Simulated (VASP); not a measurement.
Set up this calculation in VASP 6.6.1, as the native input.

| Quantity | Value |
| --- | --- |
| Task | single point |
| Functional | r2SCAN |
| Potentials or basis | VASP PAW PBE potentials, release 64 (Si) |
| Cutoff | 520 eV |
| k mesh | 8 × 8 × 8 |
| Occupations | gaussian, width 0.01 eV |
| Spin | no spin polarisation |
| Dipole correction | no |
| Further INCAR settings | ALGO = Normal; EDIFF = 1e-07; NBANDS = 11 |

Crystal: Si.

```
Si
1.0
     2.70846    2.70846    0.00000
    -2.70846    2.70846    0.00000
     0.00000    2.70846    2.73219
Si
2
Direct
  0.25000 0.75000 0.50000
  0.00000 0.00000 0.00000
```

This cell differs from its parent crystal: in-plane strain -0.005, then relaxed in part.

One way to write it, as run:

POSCAR

```
Si
1.0
    2.7084629988      2.7084629988      0.0000000000
   -2.7084629988      2.7084629988      0.0000000000
    0.0000000000      2.7084629988      2.7321892061
Si
2
Direct
    0.2500000000      0.7500000000      0.5000000000
    0.0000000000      0.0000000000      0.0000000000
```

INCAR.step1

```
ALGO = Normal ; EDIFF = 1E-4
ENCUT = 520 ; GGA = PE
ISMEAR = 0 ; LASPH = T
LCHARG = F ; LREAL = F
LWAVE = T ; NBANDS = 11
NELM = 60 ; PREC = Accurate
SIGMA = 0.01
```

INCAR.step2

```
ALGO = Normal ; EDIFF = 1E-7
ENCUT = 520 ; ISIF = 2
ISMEAR = 0 ; ISTART = 1
LASPH = T ; LCHARG = T
LELF = T ; LMIXTAU = T
LREAL = F ; LVHAR = T
LWAVE = F ; METAGGA = R2SCAN
NBANDS = 11 ; NELM = 60
PREC = Accurate ; SIGMA = 0.01
```

KPOINTS

```
k-points
0
Gamma
  8 8 8
```

Potentials or basis: VASP PAW PBE potentials, release 64 (Si).

Command:

```bash
$ cat potpaw_PBE.64/Si/POTCAR > POTCAR
$ cp INCAR.step1 INCAR
$ mpirun -np 1 vasp_std > vasp.out
$ cp INCAR.step2 INCAR
$ mpirun -np 1 vasp_std > vasp.out
```

It gave:

| Item | Value |
| --- | --- |
| Pressure | 0.4 GPa |
| Band gap on the k mesh | 0.77 eV, indirect (least direct gap 2.72 eV) |

Caveat: the cell differs from its parent crystal (in-plane strain -0.005, then relaxed in part); the PAW data sets were made with another functional, which shifts forces and pressure a little.

It took 83 s on 1 thread of Intel Xeon 6975P-C, with other jobs on the host, peak memory 0.17 GiB.
